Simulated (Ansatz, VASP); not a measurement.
**One calculation of Zn, two programs**

```
Zn
1.0
    -1.62114    1.62114    1.62114
     1.62114   -1.62114    1.62114
     1.62114    1.62114   -1.62114
Zn
1
Direct
  0.00000 0.00000 0.00000
```

Alike in both runs: task single point; functional PBEsol; k mesh 18 × 18 × 18; occupations gaussian, width 0.1 eV; no spin polarisation.

```csv
,VASP,Ansatz
version,VASP 6.6.1,Ansatz 0.2.0
potentials or method,"VASP PAW PBE potentials, release 64 (Zn), cutoff 520 eV","scalar-relativistic, plane waves, PAW"
valence electrons in the cell,12,12
```

VASP gave:

```
gap on the k mesh at the Fermi level (eV) : none
pressure (GPa)                            : -8.9
```

Task: Which values does Ansatz return?

Result: gap on the k mesh at the Fermi level (eV): none; pressure (GPa): -9.1.

VASP's potentials were made for PBE, not for PBEsol. A gap of «none» marks a metal or a gap that the smearing closes.
